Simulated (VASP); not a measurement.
# KMgPd3 (Pm-3m) in VASP: notebook, part 2 of 2

VASP 6.6.1. Earlier steps stand in the parts before.

### Step 3. Single point, PBE

This run uses another cell than the first one, of 24.74 Å³/atom.

INCAR reads:

```
SYSTEM = KMgPd3
PREC     = Accurate       ! precision mode
ENCUT    = 600            ! plane-wave cutoff, eV
EDIFF    = 1E-6           ! SCF threshold, eV
ISMEAR   = 0              ! smearing method
SIGMA    = 0.1            ! smearing width, eV
LREAL    = .FALSE.        ! projectors in reciprocal space
LASPH    = .TRUE.         ! aspherical terms in the spheres
NELM     = 120            ! most SCF steps
ALGO     = Normal         ! electronic algorithm
ISIF     = 2              ! what is computed and relaxed
LWAVE    = .FALSE.        ! write WAVECAR
LCHARG   = .FALSE.        ! write CHGCAR
GGA      = PE             ! functional
NBANDS   = 28             ! bands
GGA_COMPAT= .FALSE.
```

KPOINTS reads:

```
regular mesh
0
G
  4 4 4
  0 0 0
```

POSCAR reads:

```
KMgPd3
1.0
    4.9825022572      0.0000000000      0.0000000000
    0.0000000000      4.9825022572      0.0000000000
    0.0000000000      0.0000000000      4.9825022572
K Mg Pd
1 1 3
Direct
    0.5000000000      0.5000000000      0.5000000000
    0.0000000000      0.0000000000      0.0000000000
    0.5000000000      0.5000000000      0.0000000000
    0.5000000000      0.0000000000      0.5000000000
    0.0000000000      0.5000000000      0.5000000000
```

Potentials or basis: VASP PAW PBE potentials, release 64 (K_sv, Mg, Pd).

Launch:

```
cat potpaw_PBE.64/K_sv/POTCAR potpaw_PBE.64/Mg/POTCAR potpaw_PBE.64/Pd/POTCAR > POTCAR
mpirun -np 1 vasp_std > vasp.out
```

Wall time 63 s (1 thread of Intel Xeon 8259CL, shared host); peak memory 0.26 GiB.

The run converged. Its results:

```yaml
Free_energy: -12.8372 eV
Pressure: 0.4 GPa
Band_gap_on_the_k_mesh: zero (an odd number of electrons rules out a gap without spin polarisation)
```

Levels at points of the mesh, in eV from the Fermi level:
```csv
k point,band 16,band 17,band 18,band 19,band 20,band 21,band 22,band 23,band 24,band 25
"(0.00, 0.00, 0.00)",-1.35,-0.92,-0.92,-0.92,-0.77,2.02,2.02,2.02,2.50,2.50
"(0.50, 0.00, 0.00)",-1.38,-1.38,-1.32,-1.12,-0.92,-0.57,2.81,3.68,3.68,3.93
"(0.50, 0.50, 0.00)",-1.34,-1.14,-0.96,-0.96,-0.43,-0.26,0.48,0.48,4.44,4.78
"(0.50, 0.50, 0.50)",-0.98,-0.90,-0.90,-0.90,0.02,0.02,0.02,1.55,2.21,2.21
```

### Step 4. Relaxation of cell and atoms, PBE

INCAR reads:

```
SYSTEM = KMgPd3
  PREC = Accurate
  ENCUT = 600
  EDIFF = 1E-7
  ISMEAR = 0
  SIGMA = 0.1
  LREAL = .FALSE.
  LASPH = .TRUE.
  NELM = 120
  ALGO = Normal
  ISIF = 3
  LWAVE = .FALSE.
  LCHARG = .FALSE.
  GGA = PE
  IBRION = 2
  NSW = 90
  EDIFFG = -0.04
  GGA_COMPAT = .FALSE.
  NELMIN = 4
```

KPOINTS reads:

```
Automatic mesh
0
G
  4 4 4
  0 0 0
```

Edit POSCAR of step 3 so:

```diff
@@ -2,5 +2,5 @@
 1.0
-    4.9825022572      0.0000000000      0.0000000000
-    0.0000000000      4.9825022572      0.0000000000
-    0.0000000000      0.0000000000      4.9825022572
+    4.6667201900      0.0000000000      0.0000000000
+    0.0000000000      4.6667201900      0.0000000000
+    0.0000000000      0.0000000000      4.6667201900
 K Mg Pd
```

Launch:

```
cat potpaw_PBE.64/K_sv/POTCAR potpaw_PBE.64/Mg/POTCAR potpaw_PBE.64/Pd/POTCAR > POTCAR
mpirun -np 1 vasp_std > vasp.out
```

It took 1.9 min on 1 thread of Intel Xeon 8259CL, shared host; peak memory 0.26 GiB.

Results (log left out):

* Free energy: -12.8313 eV
* Relaxed volume: 25.02 Å³/atom
* Relaxed cell: a = 5.001 Å, b = 5.001 Å, c = 5.001 Å, α = 90.00°, β = 90.00°, γ = 90.00°
* Space group after relaxing (to 0.1 Å): Pm-3m (No. 221)
* Energy gained by relaxing: 135.7 meV/atom
* Ionic steps: 2
* Pressure after relaxing: 0.0 GPa
* Band gap on the k mesh: zero (an odd number of electrons rules out a gap without spin polarisation)

The path:
```csv
step,energy change (eV),largest force (eV/Å),pressure (GPa),volume (Å³)
1,0.0000,0.0000,11.72,101.63
2,-0.6786,0.0000,0.02,125.10
```

Final structure:
```
K Mg Pd
1.0
     5.00138    0.00000    0.00000
     0.00000    5.00138    0.00000
     0.00000    0.00000    5.00138
K Mg Pd
1 1 3
Cartesian
  2.5007 2.5007 2.5007
  0.0000 0.0000 0.0000
  2.5007 2.5007 0.0000
  2.5007 0.0000 2.5007
  0.0000 2.5007 2.5007
```

Levels at points of the mesh, in eV from the Fermi level:
```
           k point  band 18  band 19  band 20  band 21  band 22  band 23
(0.00, 0.00, 0.00)    -0.92    -0.92    -0.77     2.00     2.00     2.00
(0.50, 0.00, 0.00)    -1.32    -1.11    -0.91    -0.59     2.78     3.65
(0.50, 0.50, 0.00)    -0.96    -0.96    -0.43    -0.27     0.46     0.46
(0.50, 0.50, 0.50)    -0.89    -0.89     0.03     0.03     0.03     1.50
```

Caveat: the volume moved by over 15 % at a fixed basis, so the end points are rough.

### Step 5. Single point, PBE

This run uses another cell than the first one, of 24.93 Å³/atom.

INCAR reads:

```
PREC = Accurate
ENCUT = 600
EDIFF = 1E-6
ISMEAR = 0
SIGMA = 0.1
LREAL = F
LASPH = T
NELM = 120
ALGO = Normal
ISIF = 2
LWAVE = F
LCHARG = T
GGA = PE
LELF = T
LVHAR = T
NBANDS = 28
GGA_COMPAT = F
```

KPOINTS reads:

```
Automatic mesh
0
Gamma
  8 8 8
```

Edit POSCAR of step 4 so:

```diff
@@ -2,5 +2,5 @@
 1.0
-    4.6667201900      0.0000000000      0.0000000000
-    0.0000000000      4.6667201900      0.0000000000
-    0.0000000000      0.0000000000      4.6667201900
+    4.9955310616      0.0000000000      0.0000000000
+    0.0000000000      4.9955310616      0.0000000000
+    0.0000000000      0.0000000000      4.9955310616
 K Mg Pd
```

Potentials or basis: VASP PAW PBE potentials, release 64 (K_sv, Mg, Pd).

Launch:

```
cat potpaw_PBE.64/K_sv/POTCAR potpaw_PBE.64/Mg/POTCAR potpaw_PBE.64/Pd/POTCAR > POTCAR
mpirun -np 1 vasp_std > vasp.out
```

OUTCAR:

```text
PREC = Accurate
   ENCUT = 600
   EDIFF = 1E-6
   ISMEAR = 0
   LREAL = F
   LASPH = T
   NELM = 120
   ISIF = 2
   GGA = PE

 ion  position               nearest neighbor table
   1  0.500  0.500  0.500-   3 2.50   4 2.50   5 2.50   3 2.50   4 2.50   5 2.50
   2  0.000  0.000  0.000-   3 3.53   4 3.53   5 3.53   4 3.53   5 3.53   3 3.53   5 3.53   5 3.53
                             3 3.53   4 3.53   4 3.53   3 3.53
   3  0.500  0.500  0.000-   1 2.50   1 2.50   2 3.53   2 3.53   2 3.53   2 3.53
   4  0.500  0.000  0.500-   1 2.50   1 2.50   2 3.53   2 3.53   2 3.53   2 3.53
   5  0.000  0.500  0.500-   1 2.50   1 2.50   2 3.53   2 3.53   2 3.53   2 3.53

  LATTYP: Found a simple cubic cell.
 ALAT       =     4.9955310616

  Lattice vectors:

 A1 = (   4.9955310616,   0.0000000000,   0.0000000000)
 A2 = (   0.0000000000,   4.9955310616,   0.0000000000)
 A3 = (   0.0000000000,   0.0000000000,   4.9955310616)

Analysis of symmetry for initial positions (statically):
=====================================================================
 Subroutine PRICEL returns:
[... 179 lines left out ...]

 val. band max:        2.9261670760   @ k =   0.3750   0.3750   0.0000
 cond. band min:       2.9528154825   @ k =   0.5000   0.5000   0.3750
 fundamental gap:      0.0266484065
 Fermi energy:         2.9374568809

 k-point     1 :       0.0000    0.0000    0.0000
  band No.  band energies     occupation
      1     -26.7728      2.00000
      2     -10.4877      2.00000
      3     -10.4877      2.00000
      4     -10.4877      2.00000
      5      -1.2132      2.00000
      6       0.3202      2.00000
[... 733 lines left out ...]
     27       8.5666      0.00000
     28       9.3222      0.00000

 [... further k-points ...]

------------------------ aborting loop because EDIFF is reached ----------------------------------------

  FORCE on cell =-STRESS in cart. coord.  units (eV):
  Direction    XX          YY          ZZ          XY          YZ          ZX
  --------------------------------------------------------------------------------------
  -------------------------------------------------------------------------------------
  Total        0.2589711      0.2589711      0.2589711      0.0000000      0.0000000     -0.0000000
  in kB        3.3282570      3.3282570      3.3282570      0.0000000      0.0000000     -0.0000000
  external PRESSURE =       3.3282570 kB  Pullay stress =       0.0000000 kB

 VOLUME and BASIS-vectors are now :
 -----------------------------------------------------------------------------
  energy-cutoff  :      600.00
  volume of cell :      124.67
      direct lattice vectors                 reciprocal lattice vectors
     4.995531062  0.000000000  0.000000000     0.200178917  0.000000000  0.000000000
     0.000000000  4.995531062  0.000000000     0.000000000  0.200178917  0.000000000
     0.000000000  0.000000000  4.995531062     0.000000000  0.000000000  0.200178917

 POSITION                                       TOTAL-FORCE (eV/Angst)
 -----------------------------------------------------------------------------------
      2.49777      2.49777      2.49777         0.000000      0.000000      0.000000
      0.00000      0.00000      0.00000         0.000000      0.000000      0.000000
      2.49777      2.49777      0.00000         0.000000      0.000000      0.000000
      2.49777      0.00000      2.49777         0.000000      0.000000      0.000000
      0.00000      2.49777      2.49777         0.000000      0.000000      0.000000
 -----------------------------------------------------------------------------------
    total drift:                               -0.000000     -0.000000     -0.000000

  FREE ENERGIE OF THE ION-ELECTRON SYSTEM (eV)
  ---------------------------------------------------
  free  energy   TOTEN  =       -12.8067773951 eV

  energy  without entropy=      -12.7977050694  energy(sigma->0) =      -12.80224123
```

It took 2.5 min on 1 thread of Intel Xeon 8259CL, shared host; peak memory 0.34 GiB.

Results:

* Free energy: -12.8068 eV
* Pressure: 0.3 GPa
* Band gap on the k mesh: zero (an odd number of electrons rules out a gap without spin polarisation)

### Step 6. The runs side by side

```tsv
task	cell	k mesh	gap on the mesh (eV)	pressure (GPa)
single point	a = 4.667 Å, 5 atoms	4 × 4 × 4	none	11.7
single point	a = 4.983 Å, 5 atoms	4 × 4 × 4	none	0.4
relaxation of cell and atoms	relaxed from a = 4.667 Å, 5 atoms	4 × 4 × 4	none	0.0
single point	a = 4.996 Å, 5 atoms	8 × 8 × 8	none	0.3
```

Alike in all rows: level PBE; potentials or basis VASP PAW PBE potentials, release 64 (K_sv, Mg, Pd); no spin polarisation; cutoff (eV) 600; smearing gaussian 0.1 eV.

Caveats: the cell stands under pressure (at least some runs); the volume moved by over 15 % at a fixed basis, so the end points are rough (at least some runs).

Total energies depend on the potentials used, so only differences within one code and one set of settings carry meaning.
